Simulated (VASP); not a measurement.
# In2O3 (P-3m1) in VASP: notebook

In2O3 is run at these levels: PBE, r2SCAN; tasks: single point.

Everything below comes from runs of VASP 6.6.1. Logs are shortened: lines on timing, memory, paths and dates and some standing lists are left out, and cuts for length are marked.

### Step 1. The cell of the first run

It takes space group P-3m1 (No. 164, trigonal). Conventional cell: a = 3.434 Å, b = 3.434 Å, c = 6.364 Å, α = 90.00°, β = 90.00°, γ = 120.00°. In (site symmetry 3m) has 7 O at 2.10 to 2.71 Å within 2.8 Å. Within 3.3 Å of O (site symmetry -3m) lie 6 In at 2.47 Å and 6 O at 2.95 Å. Within 2.8 Å of O (site symmetry 3m) lie 4 In at 2.10 to 2.71 Å.

### Step 2. Single point, PBE

INCAR reads:

```
SYSTEM = In2O3
PREC = Accurate
ENCUT = 520
EDIFF = 1E-7
ISMEAR = -1
SIGMA = 0.02
LREAL = .False.
LASPH = .True.
NELM = 60
ALGO = Normal
ISIF = 2
LWAVE = .False.
LCHARG = .True.
GGA = PE
LELF = .True.
LVHAR = .True.
NBANDS = 30
```

KPOINTS reads:

```
regular mesh
0
Gamma
  12 12 4
  0 0 0
```

POSCAR reads:

```
In2O3
1.0
    3.4342583715      0.0000000000      0.0000000000
   -1.7171291858      2.9741549929      0.0000000000
    0.0000000000      0.0000000000      6.3643163801
In O
2 3
Direct
    0.3333333333      0.6666666667      0.2315472149
    0.6666666667      0.3333333333      0.7684527851
    0.0000000000      0.0000000000      0.0000000000
    0.3333333333      0.6666666667      0.6577845554
    0.6666666667      0.3333333333      0.3422154446
```

Potentials or basis: VASP PAW PBE potentials, release 64 (In_d, O).

Run with:

```console
> cat potpaw_PBE.64/In_d/POTCAR potpaw_PBE.64/O/POTCAR > POTCAR
> mpirun -np 1 vasp_std > vasp.out
```

OUTCAR:

```text
SYSTEM = In2O3
   PREC = Accurate
   ENCUT = 520
   EDIFF = 1E-7
   ISMEAR = -1
   LREAL = .False.
   LASPH = .True.
   NELM = 60
   ISIF = 2
   GGA = PE

 ion  position               nearest neighbor table
   1  0.333  0.667  0.232-   5 2.10   5 2.10   5 2.10   3 2.47   3 2.47   3 2.47   4 2.71   2 3.55
                             2 3.55   2 3.55   2 3.95   2 3.95   2 3.95
   2  0.667  0.333  0.768-   4 2.10   4 2.10   4 2.10   3 2.47   3 2.47   3 2.47   5 2.71   1 3.55
                             1 3.55   1 3.55   1 3.95   1 3.95   1 3.95
   3  0.000  0.000  0.000-   1 2.47   2 2.47   2 2.47   1 2.47   2 2.47   1 2.47
   4  0.333  0.667  0.658-   2 2.10   2 2.10   2 2.10   1 2.71
   5  0.667  0.333  0.342-   1 2.10   1 2.10   1 2.10   2 2.71

  LATTYP: Found a hexagonal cell.
 ALAT       =     3.4342583715
 C/A-ratio  =     1.8531850815

  Lattice vectors:

 A1 = (   3.4342583715,   0.0000000000,   0.0000000000)
 A2 = (  -1.7171291858,   2.9741549929,   0.0000000000)
 A3 = (   0.0000000000,   0.0000000000,   6.3643163801)

Analysis of symmetry for initial positions (statically):
=====================================================================
 Subroutine PRICEL returns:
 Original cell was already a primitive cell.

 Routine SETGRP: Setting up the symmetry group for a
 hexagonal supercell.

 Subroutine GETGRP returns: Found 12 space group operations
 (whereof 12 operations were pure point group operations)
 out of a pool of 24 trial point group operations.

The static configuration has the point symmetry D_3d.

Analysis of symmetry for dynamics (positions and initial velocities):
=====================================================================
 Subroutine PRICEL returns:
 Original cell was already a primitive cell.

 Routine SETGRP: Setting up the symmetry group for a
 hexagonal supercell.

 Subroutine GETGRP returns: Found 12 space group operations
 (whereof 12 operations were pure point group operations)
 out of a pool of 24 trial point group operations.

The dynamic configuration has the point symmetry D_3d.

 Subroutine INISYM returns: Found 12 space group operations
 (whereof 12 operations are pure point group operations),
 and found     1 'primitive' translations

----------------------------------------------------------------------------------------

                                     Primitive cell

  volume of cell :      65.0052

  direct lattice vectors                    reciprocal lattice vectors
     3.434258371  0.000000000  0.000000000     0.291183683  0.168114978  0.000000000
    -1.717129186  2.974154993  0.000000000     0.000000000  0.336229955  0.000000000
     0.000000000  0.000000000  6.364316380     0.000000000  0.000000000  0.157126067

  length of vectors
     3.434258371  3.434258372  6.364316380     0.336229955  0.336229955  0.157126067

  position of ions in fractional coordinates (direct lattice)
     0.333333333  0.666666667  0.231547215
     0.666666667  0.333333333  0.768452785
     0.000000000  0.000000000  0.000000000
     0.333333333  0.666666667  0.657784555
     0.666666667  0.333333333  0.342215445

  ion indices of the primitive-cell ions
   primitive index   ion index
                 1           1
                 2           2
                 3           3
                 4           4
                 5           5

----------------------------------------------------------------------------------------

 KPOINTS: regular mesh

Automatic generation of k-mesh.
 Grid dimensions read from file:
 generate k-points for:   12   12    4

 Generating k-lattice:

  Cartesian coordinates                     Fractional coordinates (reciprocal lattice)
     0.024265307  0.014009581  0.000000000     0.083333333  0.000000000  0.000000000
     0.000000000  0.028019163  0.000000000     0.000000000  0.083333333  0.000000000
     0.000000000  0.000000000  0.039281517     0.000000000  0.000000000  0.250000000

  Length of vectors
     0.028019163  0.028019163  0.039281517

  Shift w.r.t. Gamma in fractional coordinates (k-lattice)
     0.000000000  0.000000000  0.000000000

 Subroutine IBZKPT returns following result:
 ===========================================

 Found     69 irreducible k-points:

 Following reciprocal coordinates:
            Coordinates               Weight
  0.000000  0.000000  0.000000      1.000000
  0.083333  0.000000  0.000000      6.000000
  0.166667 -0.000000  0.000000      6.000000
  0.250000  0.000000  0.000000      6.000000
  0.333333 -0.000000  0.000000      6.000000
  0.416667  0.000000  0.000000      6.000000
[... 16 lines left out ...]
  0.166667 -0.000000  0.250000      6.000000
  0.000000  0.166667  0.250000      6.000000
 [... further k-points ...]
   k-points           NKPTS =     69   k-points in BZ     NKDIM =     69   number of bands    NBANDS=     30
   number of dos      NEDOS =    301   number of ions     NIONS =      5
   total plane-waves  NPLWV =  37632
   dimension x,y,z NGX =    28 NGY =   28 NGZ =   48
   dimension x,y,z NGXF=    56 NGYF=   56 NGZF=   96
   ions per type =               2   3
   NGX,Y,Z   is equivalent  to a cutoff of  13.55, 13.55, 12.54 a.u.
   NGXF,Y,Z  is equivalent  to a cutoff of  27.11, 27.11, 25.08 a.u.
 SYSTEM =  In2O3
   PREC   = accura    normal or accurate (medium, high low for compatibility)
   ISTART =      0    job   : 0-new  1-cont  2-samecut
   ICHARG =      2    charge: 1-file 2-atom 10-const
   ISPIN  =      1    spin polarized calculation?
   LNONCOLLINEAR =      F non collinear calculations
   LSORBIT =      F    spin-orbit coupling
   LASPH  =      T    aspherical Exc in radial PAW
   ENCUT  =  520.0 eV  38.22 Ry    6.18 a.u.   6.39  6.39 11.83*2*pi/ulx,y,z
   NELM   =     60;   NELMIN=  2; NELMDL= -5     # of ELM steps
   EDIFF  = 0.1E-06   stopping-criterion for ELM
   LREAL  =      F    real-space projection
   EDIFFG = 0.1E-05   stopping-criterion for IOM
   NSW    =      0    number of steps for IOM
   IBRION =     -1    ionic relax: 0-MD 1-quasi-New 2-CG
   NFREE  =      0    steps in history (QN), initial steepest desc. (CG)
   ISIF   =      2    stress and relaxation
   ISYM   =      2    0-nonsym 1-usesym 2-fastsym
   POTIM  = 0.5000    time-step for ionic-motion
   TEBEG  =    0.0;   TEEND  =   0.0 temperature during run
   PSTRESS=    0.0 pullay stress
   NELECT =      44.0000    total number of electrons
   NUPDOWN=      -1.0000    fix difference up-down
   EMIN   =  10.00;   EMAX   =-10.00  energy-range for DOS
   EFERMI =   0.00;   METHOD = LEGACY
   ISMEAR =    -1;   SIGMA  =   0.02  broadening in eV -4-tet -1-fermi 0-gaus
   EFERMI_NEDOS =   21; number of points for ismear=-14 and -15
   IALGO  =     38    algorithm
   IMIX   =      4    mixing-type and parameters
     AMIX     =   0.40;   BMIX     =  1.00
     AMIX_MAG =   1.60;   BMIX_MAG =  1.00
  volume/ion in A,a.u.               =      13.00        87.74
  Fermi-wavevector in a.u.,A,eV,Ry     =   1.437396  2.716284 28.111076  2.066106
  Thomas-Fermi vector in A             =   2.556478
   LORBIT       =      0    0 simple, 1 ext, 2 COOP (PROOUT), +10 PAW based schemes
   GGA     = PE    functional components
   LHFCALC =     F    Hartree Fock is set to
   AEXX    =    0.0000 exact exchange contribution
   IVDW    =     0    specifies the selected vdW correction
   LEPSILON=     F    determine dielectric tensor
   LRPA    =     F    only Hartree local field effects (RPA)
 non-spin polarized calculation
  energy-cutoff  :      520.00
  volume of cell :       65.01
 maximum number of plane-waves:      1775
 NGX is ok and might be reduce to    28
   NGX = 13   NGY = 13   NGZ = 23

 number of electron      43.9999993 magnetization

 Free energy of the ion-electron system (eV)
  ---------------------------------------------------
  ext. energy  EPLUGINS =         0.00000000
  ---------------------------------------------------
  free energy    TOTEN  =       -27.05038113 eV

  energy without entropy =      -27.05038112  energy(sigma->0) =      -27.05038113

 E-fermi :   5.9421     XC(G=0): -11.1413

 val. band max:        5.6373394744   @ k =   0.0000   0.0000   0.0000
 cond. band min:       6.1995447181   @ k =   0.0000   0.0000   0.0000
 fundamental gap:      0.5622052437
 Fermi energy:         5.9420772496

 k-point     1 :       0.0000    0.0000    0.0000
  band No.  band energies     occupation
      1     -12.0596      2.00000
      2     -11.2707      2.00000
      3     -10.5327      2.00000
      4      -7.1283      2.00000
      5      -7.1283      2.00000
      6      -7.0864      2.00000
[... 22 lines left out ...]
     29      17.6860      0.00000
     30      17.6860      0.00000

 k-point     2 :       0.0833    0.0000    0.0000
  band No.  band energies     occupation
      1     -12.0179      2.00000
      2     -11.2664      2.00000
      3     -10.5590      2.00000
      4      -7.1072      2.00000
      5      -7.1033      2.00000
      6      -7.0841      2.00000
[... 22 lines left out ...]
     29      17.1130      0.00000
     30      17.7417      0.00000

 k-point     3 :       0.1667   -0.0000    0.0000
  band No.  band energies     occupation
      1     -11.9043      2.00000
      2     -11.2589      2.00000
      3     -10.6210      2.00000
      4      -7.0672      2.00000
      5      -7.0543      2.00000
      6      -7.0524      2.00000
[... 22 lines left out ...]
     29      17.0379      0.00000
     30      17.8897      0.00000

 k-point     4 :       0.2500    0.0000    0.0000
  band No.  band energies     occupation
      1     -11.7525      2.00000
      2     -11.2614      2.00000
      3     -10.6770      2.00000
      4      -7.0319      2.00000
      5      -7.0101      2.00000
      6      -6.9983      2.00000
[... 616 lines left out ...]
     29      17.5600      0.00000
     30      18.1999      0.00000

 k-point    23 :       0.1667   -0.0000    0.2500
  band No.  band energies     occupation
      1     -11.8339      2.00000
      2     -11.3809      2.00000
      3     -10.5688      2.00000
      4      -7.0761      2.00000
      5      -7.0756      2.00000
      6      -7.0425      2.00000
[... 22 lines left out ...]
     29      17.1308      0.00000
     30      18.3781      0.00000

 k-point    24 :       0.0000    0.1667    0.2500
  band No.  band energies     occupation
      1     -11.8425      2.00000
      2     -11.3647      2.00000
      3     -10.5772      2.00000
      4      -7.0712      2.00000
      5      -7.0611      2.00000
      6      -7.0463      2.00000
[... 22 lines left out ...]
     29      17.1729      0.00000
     30      18.2103      0.00000

 [... further k-points ...]
[... 5 lines left out ...]
  --------------------------------------------------------------------------------------
  -------------------------------------------------------------------------------------
  Total        0.2434645      0.2434645      0.0616798     -0.0000000      0.0000000      0.0000000
  in kB        6.0006439      6.0006439      1.5202165     -0.0000000      0.0000000      0.0000000
  external PRESSURE =       4.5071681 kB  Pullay stress =       0.0000000 kB

 VOLUME and BASIS-vectors are now :
 -----------------------------------------------------------------------------
  energy-cutoff  :      520.00
  volume of cell :       65.01
      direct lattice vectors                 reciprocal lattice vectors
     3.434258371  0.000000000  0.000000000     0.291183683  0.168114978  0.000000000
    -1.717129186  2.974154993  0.000000000     0.000000000  0.336229955  0.000000000
     0.000000000  0.000000000  6.364316380     0.000000000  0.000000000  0.157126067

 POSITION                                       TOTAL-FORCE (eV/Angst)
 -----------------------------------------------------------------------------------
     -0.00000      1.98277      1.47364         0.000000      0.000000     -0.001066
      1.71713      0.99138      4.89068        -0.000000     -0.000000      0.001066
      0.00000      0.00000      0.00000         0.000000      0.000000      0.000000
     -0.00000      1.98277      4.18635        -0.000000      0.000000     -0.021902
      1.71713      0.99138      2.17797         0.000000     -0.000000      0.021902
 -----------------------------------------------------------------------------------
    total drift:                                0.000000      0.000000      0.000000

  FREE ENERGIE OF THE ION-ELECTRON SYSTEM (eV)
  ---------------------------------------------------
  free  energy   TOTEN  =       -27.0503811292 eV

  energy  without entropy=      -27.0503811237  energy(sigma->0) =      -27.05038113
```

Run time: 2 min. Hardware: 1 thread of AMD EPYC 7R13 (Zen 3), shared host; peak memory 0.22 GiB.

What came out:

```yaml
Free_energy: -27.0504 eV
Pressure: 0.5 GPa
Largest_force: 0.022 eV/Å
Band_gap_on_the_k_mesh: 0.56 eV, direct
```

Forces on the atoms (eV/Å):
```
In   0.000  0.000 -0.001
In   0.000  0.000  0.001
O    0.000  0.000  0.000
O    0.000  0.000 -0.022
O    0.000  0.000  0.022
```

Caveat: spin-orbit coupling is left out, which moves the levels of the heavy elements. A hybrid or GW would open this gap; PBE tends to underestimate it.

### Step 3. Single point, r2SCAN

This run uses another cell than the first one, of 12.35 Å³/atom, 0.950 times its volume.

POSCAR reads:

```
In2O3
1.0
    3.4198147543      0.0000000000      0.0000000000
   -1.7099073772      2.9616464535      0.0000000000
    0.0000000000      0.0000000000      6.0963728731
In O
2 3
Direct
    0.3333333333      0.6666666667      0.2370774608
    0.6666666667      0.3333333333      0.7629225392
    0.0000000000      0.0000000000      0.0000000000
    0.3333333333      0.6666666667      0.6542361063
    0.6666666667      0.3333333333      0.3457638937
```

INCAR.step1 reads:

```
ALGO = Normal
EDIFF = 1E-4
ENCUT = 520
GGA = PE
ISMEAR = -1
LASPH = True
LCHARG = False
LREAL = False
LWAVE = True
NBANDS = 30
NELM = 60
PREC = Accurate
SIGMA = 0.02
```

INCAR.step2 reads:

```
ALGO = Normal
EDIFF = 1E-6
ENCUT = 520
ISIF = 2
ISMEAR = -1
ISTART = 1
LASPH = True
LCHARG = False
LMIXTAU = True
LREAL = False
LWAVE = False
METAGGA = R2SCAN
NBANDS = 30
NELM = 60
PREC = Accurate
SIGMA = 0.02
```

KPOINTS reads:

```
k-points
0
Gamma
  12 12 4
```

Potentials or basis: VASP PAW PBE potentials, release 64 (In_d, O).

Run with:

```console
> cat potpaw_PBE.64/In_d/POTCAR potpaw_PBE.64/O/POTCAR > POTCAR
> cp INCAR.step1 INCAR
> mpirun -np 1 vasp_std > vasp.out
> cp INCAR.step2 INCAR
> mpirun -np 1 vasp_std > vasp.out
```

It took 14 min on 1 thread of AMD EPYC 7R13 (Zen 3), shared host; peak memory 0.23 GiB.

Results (log left out):

| Property | Result |
| --- | --- |
| Free energy | -71.4860 eV |
| Pressure | 1.1 GPa |
| Largest force | 0.023 eV/Å |
| Band gap on the k mesh | 1.30 eV, indirect (least direct gap 1.32 eV) |

Forces on the atoms (eV/Å):
```
In   0.000  0.000 -0.002
In   0.000  0.000  0.002
O    0.000  0.000  0.000
O    0.000  0.000 -0.023
O    0.000  0.000  0.023
```

Stress tensor (GPa, compression positive):
```
1.25 0.00 0.00
0.00 1.25 0.00
0.00 0.00 0.65
```

Levels at points of the mesh, in eV from the valence-band top:
| k point | band 18 | band 19 | band 20 | band 21 | band 22 | band 23 | band 24 | band 25 | band 26 | band 27 |
| --- | --- | --- | --- | --- | --- | --- | --- | --- | --- | --- |
| (0.00, 0.00, 0.00) | -1.08 | -1.08 | -0.59 | -0.59 | -0.02 | 1.30 | 5.77 | 6.64 | 12.02 | 12.02 |
| (0.50, 0.00, 0.00) | -1.51 | -1.32 | -1.06 | -0.61 | -0.35 | 4.69 | 6.94 | 7.90 | 10.29 | 11.00 |
| (0.00, 0.00, 0.50) | -1.42 | -0.82 | -0.82 | -0.70 | -0.70 | 3.40 | 4.41 | 6.39 | 11.19 | 11.19 |
| (0.50, 0.00, 0.50) | -2.42 | -1.80 | -1.28 | -0.27 | -0.02 | 5.07 | 6.81 | 7.23 | 9.57 | 10.59 |

Caveat: the PAW data sets were made with another functional, which shifts forces and pressure a little; spin-orbit coupling is left out, which moves the levels of the heavy elements. A k mesh can miss the band edges.

### Step 4. Single point, r2SCAN

This run uses another cell than the first one, of 12.35 Å³/atom, 0.950 times its volume.

POSCAR is that of step 3.

INCAR.step1 reads:

```
ALGO = Normal
EDIFF = 1E-4
ENCUT = 520
GGA = PE
ISMEAR = 0
LASPH = T
LCHARG = F
LREAL = F
LWAVE = T
NBANDS = 30
NELM = 60
PREC = Accurate
SIGMA = 0.01
```

INCAR.step2 reads:

```
ALGO = Normal
EDIFF = 1E-7
ENCUT = 520
ISIF = 2
ISMEAR = 0
ISTART = 1
LASPH = T
LCHARG = T
LELF = T
LMIXTAU = T
LREAL = F
LVHAR = T
LWAVE = F
METAGGA = R2SCAN
NBANDS = 30
NELM = 60
PREC = Accurate
SIGMA = 0.01
```

KPOINTS is that of step 3.

Run with:

```console
> cat potpaw_PBE.64/In_d/POTCAR potpaw_PBE.64/O/POTCAR > POTCAR
> cp INCAR.step1 INCAR
> mpirun -np 1 vasp_std > vasp.out
> cp INCAR.step2 INCAR
> mpirun -np 1 vasp_std > vasp.out
```

It took 15 min on 1 thread of AMD EPYC 7R13 (Zen 3), shared host; peak memory 0.23 GiB.

Results (log left out):

| Property | Result |
| --- | --- |
| Free energy | -71.4860 eV |
| Pressure | 1.0 GPa |
| Largest force | 0.023 eV/Å |
| Band gap on the k mesh | 1.30 eV, indirect (least direct gap 1.32 eV) |

Forces on the atoms (eV/Å):
```
In   0.000  0.000 -0.002
In   0.000  0.000  0.002
O    0.000  0.000  0.000
O    0.000  0.000 -0.023
O    0.000  0.000  0.023
```

Stress tensor (GPa, compression positive):
```
1.24 0.00 0.00
0.00 1.24 0.00
0.00 0.00 0.65
```

Levels at points of the mesh, in eV from the valence-band top:
```csv
k point,band 20,band 21,band 22,band 23,band 24,band 25
"(0.00, 0.00, 0.00)",-0.59,-0.59,-0.02,1.30,5.77,6.64
"(0.50, 0.00, 0.00)",-1.06,-0.61,-0.35,4.69,6.94,7.90
"(0.00, 0.00, 0.50)",-0.82,-0.70,-0.70,3.40,4.41,6.39
"(0.50, 0.00, 0.50)",-1.28,-0.27,-0.02,5.07,6.81,7.23
```

Caveat: the PAW data sets were made with another functional, which shifts forces and pressure a little; spin-orbit coupling is left out, which moves the levels of the heavy elements. r2SCAN opens gaps a little over a GGA but as a rule still falls short of measured ones.

### Step 5. Overview

```csv
level,cell,smearing,gap on the mesh (eV),pressure (GPa),largest force (eV/Å)
PBE,"a = 3.434, b = 3.434, c = 6.364 Å, angles 90.0, 90.0, 120.0°, 5 atoms",fermi-dirac 0.02 eV,0.56,0.5,0.02
r2SCAN,"a = 3.420, b = 3.420, c = 6.096 Å, angles 90.0, 90.0, 120.0°, 5 atoms",fermi-dirac 0.02 eV,1.30,1.1,0.02
r2SCAN,"a = 3.420, b = 3.420, c = 6.096 Å, angles 90.0, 90.0, 120.0°, 5 atoms",gaussian 0.01 eV,1.30,1.0,0.02
```

Alike in all rows: task single point; potentials or basis VASP PAW PBE potentials, release 64 (In_d, O); no spin polarisation; k mesh 12 × 12 × 4; cutoff (eV) 520.

Caveats: spin-orbit coupling is left out, which moves the levels of the heavy elements; the PAW data sets were made with another functional, which shifts forces and pressure a little (some runs).

Absolute energies hang on the potentials; compare differences alone.
